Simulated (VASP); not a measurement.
# NaH (I4/mmm) in VASP: a series of runs

The runs below take NaH through single point, with PBE, r2SCAN, HSE06.

Everything below comes from runs of VASP 6.6.1. Logs are shortened: lines on timing, memory, paths and dates and some standing lists are left out, and cuts for length are marked.

## 1. The cell of the first run

The structure is tetragonal, space group I4/mmm (No. 139). The conventional cell has a = 3.588 Å, b = 3.588 Å, c = 4.795 Å, α = 90.00°, β = 90.00°, γ = 90.00°. Within 3.2 Å of Na (site symmetry 4/mmm) lie 6 H at 2.40 to 2.54 Å. Within 3.2 Å of H (site symmetry 4/mmm) lie 6 Na at 2.40 to 2.54 Å.

## 2. Single point, PBE (biaxial xy strain +5.8%)

Input file INCAR:

```
SYSTEM = NaH
PREC     = Accurate       ! precision mode
ENCUT    = 520            ! plane-wave cutoff, eV
EDIFF    = 1E-6           ! SCF threshold, eV
ISMEAR   = -1             ! smearing method
SIGMA    = 0.02           ! smearing width, eV
LREAL    = .FALSE.        ! projectors in reciprocal space
LASPH    = .TRUE.         ! aspherical terms in the spheres
NELM     = 100            ! most SCF steps
ALGO     = Normal         ! electronic algorithm
ISIF     = 2              ! what is computed and relaxed
LWAVE    = .FALSE.        ! write WAVECAR
LCHARG   = .FALSE.        ! write CHGCAR
GGA      = PE             ! functional
NBANDS   = 11             ! bands
```

Input file KPOINTS:

```
regular mesh
0
G
  10 10 10
  0 0 0
```

Input file POSCAR:

```
NaH
1.0
    0.0000000000      2.5368077538      2.3975122897
    2.5368077538      0.0000000000      2.3975122897
    2.5368077538      2.5368077538      0.0000000000
Na H
1 1
Direct
    0.0000000000      0.0000000000      0.0000000000
    0.5000000000      0.5000000000      0.5000000000
```

Potentials or basis: VASP PAW PBE potentials, release 64 (Na_pv, H).

On the command line:

```bash
$ cat potpaw_PBE.64/Na_pv/POTCAR potpaw_PBE.64/H/POTCAR > POTCAR
$ mpirun -np 1 vasp_std > vasp.out
```

OUTCAR:

```text
SYSTEM = NaH
   PREC = Accurate
   ENCUT = 520
   EDIFF = 1E-6
   ISMEAR = -1
   LREAL = .FALSE.
   LASPH = .TRUE.
   NELM = 100
   ISIF = 2
   GGA = PE

 ion  position               nearest neighbor table
   1  0.000  0.000  0.000-
   2  0.500  0.500  0.500-

  LATTYP: Found a body centered tetragonal cell.
 ALAT       =     3.5875879306
 C/A-ratio  =     1.3365594578

  Lattice vectors:

 A1 = (   0.0000000000,  -2.5368077538,  -2.3975122897)
 A2 = (   0.0000000000,   2.5368077538,  -2.3975122897)
 A3 = (   2.5368077538,   0.0000000000,   2.3975122897)

Analysis of symmetry for initial positions (statically):
=====================================================================
 Subroutine PRICEL returns:
 Original cell was already a primitive cell.

 Routine SETGRP: Setting up the symmetry group for a
 body centered tetragonal supercell.

 Subroutine GETGRP returns: Found 16 space group operations
 (whereof 16 operations were pure point group operations)
 out of a pool of 16 trial point group operations.

The static configuration has the point symmetry D_4h.

Analysis of symmetry for dynamics (positions and initial velocities):
=====================================================================
 Subroutine PRICEL returns:
 Original cell was already a primitive cell.

 Routine SETGRP: Setting up the symmetry group for a
 body centered tetragonal supercell.

 Subroutine GETGRP returns: Found 16 space group operations
 (whereof 16 operations were pure point group operations)
 out of a pool of 16 trial point group operations.

The dynamic configuration has the point symmetry D_4h.

 Subroutine INISYM returns: Found 16 space group operations
 (whereof 16 operations are pure point group operations),
 and found     1 'primitive' translations

----------------------------------------------------------------------------------------

                                     Primitive cell

  volume of cell :      30.8579

  direct lattice vectors                    reciprocal lattice vectors
     0.000000000  2.536807754  2.397512290    -0.197098105  0.197098105  0.208549504
     2.536807754  0.000000000  2.397512290     0.197098105 -0.197098105  0.208549504
     2.536807754  2.536807754  0.000000000     0.197098105  0.197098105 -0.208549504

  length of vectors
     3.490481164  3.490481164  3.587587931     0.348120987  0.348120987  0.348120987

[... 86 lines left out ...]
   ISIF   =      2    stress and relaxation
   ISYM   =      2    0-nonsym 1-usesym 2-fastsym
   POTIM  = 0.5000    time-step for ionic-motion
   TEBEG  =    0.0;   TEEND  =   0.0 temperature during run
   PSTRESS=    0.0 pullay stress
   NELECT =       8.0000    total number of electrons
   NUPDOWN=      -1.0000    fix difference up-down
   EMIN   =  10.00;   EMAX   =-10.00  energy-range for DOS
   EFERMI =   0.00;   METHOD = LEGACY
   ISMEAR =    -1;   SIGMA  =   0.02  broadening in eV -4-tet -1-fermi 0-gaus
   EFERMI_NEDOS =   21; number of points for ismear=-14 and -15
   IALGO  =     38    algorithm
   IMIX   =      4    mixing-type and parameters
     AMIX     =   0.40;   BMIX     =  1.00
     AMIX_MAG =   1.60;   BMIX_MAG =  1.00
  volume/ion in A,a.u.               =      15.43       104.12
  Fermi-wavevector in a.u.,A,eV,Ry     =   1.043877  1.972642 14.825998  1.089680
  Thomas-Fermi vector in A             =   2.178606
   LORBIT       =      0    0 simple, 1 ext, 2 COOP (PROOUT), +10 PAW based schemes
   GGA     = PE    functional components
   LHFCALC =     F    Hartree Fock is set to
   AEXX    =    0.0000 exact exchange contribution
   IVDW    =     0    specifies the selected vdW correction
   LEPSILON=     F    determine dielectric tensor
   LRPA    =     F    only Hartree local field effects (RPA)
 non-spin polarized calculation
  energy-cutoff  :      520.00
  volume of cell :       30.86
 maximum number of plane-waves:       852
 NGX is ok and might be reduce to    28
   NGX = 13   NGY = 13   NGZ = 13

 number of electron       8.0000002 magnetization

 Free energy of the ion-electron system (eV)
  ---------------------------------------------------
  ext. energy  EPLUGINS =         0.00000000
  ---------------------------------------------------
  free energy    TOTEN  =        -5.06822034 eV

  energy without entropy =       -5.06822034  energy(sigma->0) =       -5.06822034

 E-fermi :  -0.8969     XC(G=0):  -7.4718

 val. band max:       -1.3389120115   @ k =  -0.3000   0.5000   0.2000
 cond. band min:       2.2412413284   @ k =   0.5000   0.0000   0.0000
 fundamental gap:      3.5801533398
 Fermi energy:        -0.8968521280

 k-point     1 :       0.0000    0.0000    0.0000
  band No.  band energies     occupation
      1     -23.6504      2.00000
      2     -23.6504      2.00000
      3     -23.6312      2.00000
      4      -4.7529      2.00000
      5       8.2368      0.00000
      6      13.5049      0.00000
      7      13.5049      0.00000
      8      13.7731      0.00000
      9      14.2322      0.00000
     10      14.2322      0.00000
     11      14.2356      0.00000
[... 309 lines left out ...]
 k-point    24 :       0.4000    0.3000    0.0000
  band No.  band energies     occupation
      1     -23.6863      2.00000
      2     -23.6719      2.00000
      3     -23.6698      2.00000
      4      -2.3036      2.00000
      5       4.4104      0.00000
      6       7.2913      0.00000
      7       8.8877      0.00000
      8       9.9012      0.00000
      9      11.4692      0.00000
     10      18.5222      0.00000
     11      19.4853      0.00000

 [... further k-points ...]

------------------------ aborting loop because EDIFF is reached ----------------------------------------

  FORCE on cell =-STRESS in cart. coord.  units (eV):
  Direction    XX          YY          ZZ          XY          YZ          ZX
  --------------------------------------------------------------------------------------
  -------------------------------------------------------------------------------------
  Total       -0.4049553     -0.4049553     -0.1743170      0.0000000     -0.0000000      0.0000000
  in kB      -21.0257588    -21.0257588     -9.0507484      0.0000000     -0.0000000      0.0000000
  external PRESSURE =     -17.0340887 kB  Pullay stress =       0.0000000 kB

 VOLUME and BASIS-vectors are now :
 -----------------------------------------------------------------------------
  energy-cutoff  :      520.00
  volume of cell :       30.86
      direct lattice vectors                 reciprocal lattice vectors
     0.000000000  2.536807754  2.397512290    -0.197098105  0.197098105  0.208549504
     2.536807754  0.000000000  2.397512290     0.197098105 -0.197098105  0.208549504
     2.536807754  2.536807754  0.000000000     0.197098105  0.197098105 -0.208549504

 POSITION                                       TOTAL-FORCE (eV/Angst)
 -----------------------------------------------------------------------------------
      0.00000      0.00000      0.00000         0.000000      0.000000      0.000000
      2.53681      2.53681      2.39751         0.000000      0.000000      0.000000
 -----------------------------------------------------------------------------------
    total drift:                               -0.000000     -0.000000     -0.000000

  FREE ENERGIE OF THE ION-ELECTRON SYSTEM (eV)
  ---------------------------------------------------
  free  energy   TOTEN  =        -5.0682203380 eV

  energy  without entropy=       -5.0682203380  energy(sigma->0) =       -5.06822034
```

OSZICAR:

```text
N       E                     dE             d eps       ncg     rms          rms(c)
DAV:   1     0.356587333888E+02    0.35659E+02   -0.45536E+03  2250   0.716E+02
DAV:   2    -0.416689275942E+01   -0.39826E+02   -0.39102E+02  2310   0.186E+02
DAV:   3    -0.548445723798E+01   -0.13176E+01   -0.13157E+01  2686   0.329E+01
DAV:   4    -0.549367861432E+01   -0.92214E-02   -0.92202E-02  2639   0.279E+00
DAV:   5    -0.549376761631E+01   -0.89002E-04   -0.89001E-04  2563   0.286E-01    0.314E+00
DAV:   6    -0.515057404370E+01    0.34319E+00   -0.35882E-01  2606   0.264E+00    0.143E+00
DAV:   7    -0.506285495356E+01    0.87719E-01   -0.33636E-01  2523   0.205E+00    0.365E-01
DAV:   8    -0.506838109773E+01   -0.55261E-02   -0.11295E-02  2460   0.918E-01    0.758E-02
DAV:   9    -0.506822716130E+01    0.15394E-03   -0.13913E-03  2748   0.360E-01    0.227E-02
DAV:  10    -0.506821645975E+01    0.10702E-04   -0.74419E-05  2517   0.532E-02    0.486E-03
DAV:  11    -0.506822068476E+01   -0.42250E-05   -0.78209E-06  2506   0.122E-02    0.330E-03
DAV:  12    -0.506822033799E+01    0.34677E-06   -0.26160E-07  1782   0.358E-03
   1 F= -.50682203E+01 E0= -.50682203E+01  d E =-.179241E-11
```

stdout:

```text
POSCAR found type information on POSCAR NaH
 POSCAR found :  2 types and       2 ions
 scaLAPACK will be used
 LDA part: xc-table for (Slater+PW92), standard interpolation
 POSCAR, INCAR and KPOINTS ok, starting setup
 FFT: planning ... GRIDC
 FFT: planning ... GRID_SOFT
 FFT: planning ... GRID
 WAVECAR not read
 entering main loop
```

Wall time 40 s (1 thread of Intel Xeon 8259CL, shared host); peak memory 0.17 GiB.

Results:

- Free energy: -5.0682 eV
- Pressure: -1.7 GPa
- Band gap on the k mesh: 3.58 eV (least direct gap 4.43 eV)

Caveat: the cell differs from its parent crystal (biaxial xy strain +5.8%). A k mesh can miss the band edges.

## 3. Single point, r2SCAN (biaxial xy strain +5.8%)

POSCAR is that of step 2.

Input file INCAR.step1:

```
SYSTEM = NaH
PREC = Accurate ; ENCUT = 520
ISMEAR = 0 ; SIGMA = 0.01
LREAL = .False. ; LASPH = .True.
NELM = 100 ; NBANDS = 11
GGA = PE ; ALGO = Normal
EDIFF = 1E-4 ; LWAVE = .True.
LCHARG = .False.
```

Input file INCAR.step2:

```
SYSTEM = NaH
PREC = Accurate ; ENCUT = 520
EDIFF = 1E-6 ; ISMEAR = 0
SIGMA = 0.01 ; LREAL = .False.
LASPH = .True. ; NELM = 100
ALGO = Normal ; ISIF = 2
LWAVE = .False. ; LCHARG = .False.
METAGGA = R2SCAN ; LMIXTAU = .True.
NBANDS = 11 ; ISTART = 1
```

Input file KPOINTS:

```
regular mesh
0
Gamma
  10 10 10
  0 0 0
```

Potentials or basis: VASP PAW PBE potentials, release 64 (Na_pv, H).

On the command line:

```bash
$ cat potpaw_PBE.64/Na_pv/POTCAR potpaw_PBE.64/H/POTCAR > POTCAR
$ cp INCAR.step1 INCAR
$ mpirun -np 1 vasp_std > vasp.out
$ cp INCAR.step2 INCAR
$ mpirun -np 1 vasp_std > vasp.out
```

OUTCAR:

```text
SYSTEM = NaH
   PREC = Accurate
   ENCUT = 520
   EDIFF = 1E-6
   ISMEAR = 0
   LREAL = .False.
   LASPH = .True.
   NELM = 100
   ISIF = 2
   METAGGA = R2SCAN
   ISTART = 1

 ion  position               nearest neighbor table
   1  0.000  0.000  0.000-
   2  0.500  0.500  0.500-

  LATTYP: Found a body centered tetragonal cell.
 ALAT       =     3.5875879306
 C/A-ratio  =     1.3365594578

  Lattice vectors:

 A1 = (   0.0000000000,  -2.5368077538,  -2.3975122897)
 A2 = (   0.0000000000,   2.5368077538,  -2.3975122897)
 A3 = (   2.5368077538,   0.0000000000,   2.3975122897)

Analysis of symmetry for initial positions (statically):
=====================================================================
 Subroutine PRICEL returns:
 Original cell was already a primitive cell.

 Routine SETGRP: Setting up the symmetry group for a
 body centered tetragonal supercell.

 Subroutine GETGRP returns: Found 16 space group operations
 (whereof 16 operations were pure point group operations)
 out of a pool of 16 trial point group operations.

[... 172 lines left out ...]
      1     -24.7829      2.00000
      2     -24.7827      2.00000
      3     -24.7637      2.00000
      4      -5.0180      2.00000
      5       8.8877      0.00000
      6      13.9190      0.00000
      7      13.9191      0.00000
      8      14.1880      0.00000
      9      14.6732      0.00000
     10      14.6732      0.00000
     11      14.7647      0.00000
[... 309 lines left out ...]
 k-point    24 :       0.4000    0.3000    0.0000
  band No.  band energies     occupation
      1     -24.8157      2.00000
      2     -24.8030      2.00000
      3     -24.8004      2.00000
      4      -2.5872      2.00000
      5       4.6806      0.00000
      6       7.6061      0.00000
      7       9.2348      0.00000
      8      10.3771      0.00000
      9      12.2412      0.00000
     10      19.2631      0.00000
     11      20.1871      0.00000

 [... further k-points ...]

------------------------ aborting loop because EDIFF is reached ----------------------------------------

  FORCE on cell =-STRESS in cart. coord.  units (eV):
  Direction    XX          YY          ZZ          XY          YZ          ZX
  --------------------------------------------------------------------------------------
  -------------------------------------------------------------------------------------
  Total       -0.5219001     -0.5219001     -0.2727784      0.0000000      0.0000000     -0.0000000
  in kB      -27.0976743    -27.0976743    -14.1629814      0.0000000      0.0000000     -0.0000000
  external PRESSURE =     -22.7861100 kB  Pullay stress =       0.0000000 kB

 VOLUME and BASIS-vectors are now :
 -----------------------------------------------------------------------------
  energy-cutoff  :      520.00
  volume of cell :       30.86
      direct lattice vectors                 reciprocal lattice vectors
     0.000000000  2.536807754  2.397512290    -0.197098105  0.197098105  0.208549504
     2.536807754  0.000000000  2.397512290     0.197098105 -0.197098105  0.208549504
     2.536807754  2.536807754  0.000000000     0.197098105  0.197098105 -0.208549504

 POSITION                                       TOTAL-FORCE (eV/Angst)
 -----------------------------------------------------------------------------------
      0.00000      0.00000      0.00000        -0.000000      0.000000      0.000000
      2.53681      2.53681      2.39751         0.000000     -0.000000      0.000000
 -----------------------------------------------------------------------------------
    total drift:                               -0.000000     -0.000000     -0.000000

  FREE ENERGIE OF THE ION-ELECTRON SYSTEM (eV)
  ---------------------------------------------------
  free  energy   TOTEN  =        -7.5696014985 eV

  energy  without entropy=       -7.5696014985  energy(sigma->0) =       -7.56960150
```

OUTCAR.step1:

```text
SYSTEM = NaH
   PREC = Accurate
   ENCUT = 520
   ISMEAR = 0
   LREAL = .False.
   LASPH = .True.
[... 559 lines left out ...]
      0.00000      0.00000      0.00000        -0.000000      0.000000     -0.000000
      2.53681      2.53681      2.39751         0.000000     -0.000000      0.000000
 -----------------------------------------------------------------------------------
    total drift:                               -0.000000     -0.000000     -0.000000

  FREE ENERGIE OF THE ION-ELECTRON SYSTEM (eV)
  ---------------------------------------------------
  free  energy   TOTEN  =        -5.0682162240 eV

  energy  without entropy=       -5.0682162240  energy(sigma->0) =       -5.06821622
```

OSZICAR.step1:

```text
N       E                     dE             d eps       ncg     rms          rms(c)
DAV:   1     0.356591379762E+02    0.35659E+02   -0.45536E+03  2250   0.716E+02
DAV:   2    -0.416689275942E+01   -0.39826E+02   -0.39110E+02  2310   0.186E+02
DAV:   3    -0.548445723797E+01   -0.13176E+01   -0.13157E+01  2686   0.329E+01
DAV:   4    -0.549367861432E+01   -0.92214E-02   -0.92202E-02  2639   0.279E+00
DAV:   5    -0.549376761631E+01   -0.89002E-04   -0.89001E-04  2563   0.286E-01    0.314E+00
DAV:   6    -0.515057404369E+01    0.34319E+00   -0.35882E-01  2606   0.264E+00    0.143E+00
DAV:   7    -0.506285495357E+01    0.87719E-01   -0.33636E-01  2523   0.205E+00    0.365E-01
DAV:   8    -0.506838109774E+01   -0.55261E-02   -0.11295E-02  2460   0.918E-01    0.758E-02
DAV:   9    -0.506822716128E+01    0.15394E-03   -0.13913E-03  2748   0.360E-01    0.227E-02
DAV:  10    -0.506821622403E+01    0.10937E-04   -0.72062E-05  1677   0.532E-02
   1 F= -.50682162E+01 E0= -.50682162E+01  d E =-.202358E-77
```

Run time: 3.3 min. Hardware: 1 thread of Intel Xeon 8259CL, shared host; peak memory 0.17 GiB.

What came out:

| Item | Value |
| --- | --- |
| Free energy | -7.5696 eV |
| Pressure | -2.3 GPa |
| Band gap on the k mesh | 4.18 eV (least direct gap 5.01 eV) |

Stress tensor (GPa, compression positive):
```
-2.71  0.00  0.00
 0.00 -2.71  0.00
 0.00  0.00 -1.42
```

Caveat: the cell differs from its parent crystal (biaxial xy strain +5.8%); the PAW data sets were made with another functional, which shifts forces and pressure a little. A k mesh can miss the band edges.

## 4. Single point, HSE06 (biaxial xy strain +5.8%)

POSCAR is that of step 3.

Input file INCAR.step1:

```
SYSTEM = NaH
PREC     = Accurate       ! precision mode
ENCUT    = 520            ! plane-wave cutoff, eV
EDIFF    = 1E-5           ! SCF threshold, eV
ISMEAR   = 0              ! smearing method
SIGMA    = 0.01           ! smearing width, eV
LREAL    = .False.        ! projectors in reciprocal space
LASPH    = .True.         ! aspherical terms in the spheres
NELM     = 60             ! most SCF steps
ALGO     = Normal         ! electronic algorithm
ISIF     = 2              ! what is computed and relaxed
LWAVE    = .True.         ! write WAVECAR
LCHARG   = .False.        ! write CHGCAR
NBANDS   = 11             ! bands
GGA      = PE             ! functional
```

Input file INCAR.step2:

```
SYSTEM = NaH
PREC     = Accurate       ! precision mode
ENCUT    = 520            ! plane-wave cutoff, eV
EDIFF    = 1E-6           ! SCF threshold, eV
ISMEAR   = 0              ! smearing method
SIGMA    = 0.01           ! smearing width, eV
LREAL    = .False.        ! projectors in reciprocal space
LASPH    = .True.         ! aspherical terms in the spheres
NELM     = 60             ! most SCF steps
ALGO     = Normal         ! electronic algorithm
ISIF     = 2              ! what is computed and relaxed
LWAVE    = .False.        ! write WAVECAR
LCHARG   = .False.        ! write CHGCAR
GGA      = PE             ! functional
LHFCALC  = .True.         ! exact exchange
HFSCREEN = 0.2079         ! screening, 1/A
PRECFOCK = Normal       
NBANDS   = 11             ! bands
ISTART   = 1
```

Input file KPOINTS:

```
regular mesh
0
Gamma
  6 6 6
  0 0 0
```

On the command line:

```bash
$ cat potpaw_PBE.64/Na_pv/POTCAR potpaw_PBE.64/H/POTCAR > POTCAR
$ cp INCAR.step1 INCAR
$ mpirun -np 1 vasp_std > vasp.out
$ cp INCAR.step2 INCAR
$ mpirun -np 1 vasp_std > vasp.out
```

It took 26 min on 1 thread of Intel Xeon 8259CL, shared host; peak memory 0.27 GiB.

The run converged. Its results:

| Item | Value |
| --- | --- |
| Free energy | -5.7378 eV |
| Pressure | -2.0 GPa |
| Band gap on the k mesh | 4.58 eV (least direct gap 5.52 eV) |

Stress tensor (GPa, compression positive):
```
-2.42  0.00  0.00
 0.00 -2.42  0.00
 0.00  0.00 -1.20
```

Levels at points of the mesh, in eV from the valence-band top:
| k point | band 2 | band 3 | band 4 | band 5 | band 6 | band 7 |
| --- | --- | --- | --- | --- | --- | --- |
| (0.00, 0.00, 0.00) | -24.64 | -24.62 | -3.73 | 11.05 | 16.17 | 16.17 |
| (0.50, 0.00, 0.00) | -24.65 | -24.63 | -0.95 | 4.58 | 11.41 | 13.74 |
| (0.50, 0.50, 0.00) | -24.66 | -24.66 | -0.03 | 5.86 | 10.46 | 10.89 |
| (0.50, 0.00, 0.50) | -24.65 | -24.64 | -0.32 | 5.20 | 11.03 | 11.55 |

Caveat: the cell differs from its parent crystal (biaxial xy strain +5.8%); the PAW data sets were made with another functional, which shifts forces and pressure a little. A k mesh can miss the band edges.

## 5. Summary

| level | k mesh | smearing | grid for exact exchange (PRECFOCK) | share of exact exchange | screening parameter | gap on the mesh (eV) | pressure (GPa) |
| --- | --- | --- | --- | --- | --- | --- | --- |
| PBE | 10 × 10 × 10 | fermi-dirac 0.02 eV | - | - | - | 3.58 | -1.7 |
| r2SCAN | 10 × 10 × 10 | gaussian 0.01 eV | - | - | - | 4.18 | -2.3 |
| HSE06 | 6 × 6 × 6 | gaussian 0.01 eV | Normal | 0.25 | 0.2079 1/Å | 4.58 | -2.0 |

Alike in all rows: task single point; potentials or basis VASP PAW PBE potentials, release 64 (Na_pv, H); no spin polarisation; cell as given; cutoff (eV) 520.

Caveats: the PAW data sets were made with another functional, which shifts forces and pressure a little (at least some runs).

Absolute energies hang on the potentials; compare differences alone.
